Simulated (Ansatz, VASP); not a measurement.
**WS2 in VASP and in Ansatz**

```
W S
1.0
     3.20460    0.00000    0.00000
    -1.60230    2.77526    0.00000
     0.00000    0.00000   17.06284
W S
1 2
Cartesian
  0.0000 0.0000 0.0000
  0.0000 1.8502 1.5698
  0.0000 1.8502 15.4930
```

Alike in both runs: task single point; functional LDA; k mesh 10 × 10 × 2; occupations fermi-dirac, width 0.05 eV; no spin polarisation.

|  | VASP | Ansatz |
| --- | --- | --- |
| version | VASP 6.6.1 | Ansatz 0.2.0 |
| potentials or method | VASP PAW LDA potentials, release 64 (W_sv, S) | Ansatz PAW |
| plane-wave cutoff (eV) | 520 | 420 |
| valence electrons in the cell | 26 | 26 |

VASP gave:

- gap on the k mesh at the Fermi level (eV): 1.93
- least direct gap on the mesh (eV): 2.09
- rms of the force components (eV/Å): 0.328

Question: Which values does Ansatz return?

Answer: gap on the k mesh at the Fermi level (eV): 1.92; least direct gap on the mesh (eV): 2.08; rms of the force components (eV/Å): 0.348.

LDA's correlation is that of Perdew and Zunger in VASP and of Perdew and Wang (1992) in Ansatz. Atom by atom the forces differ by 0.021 eV/Å (rms over components).

Neither program's run includes spin-orbit coupling.
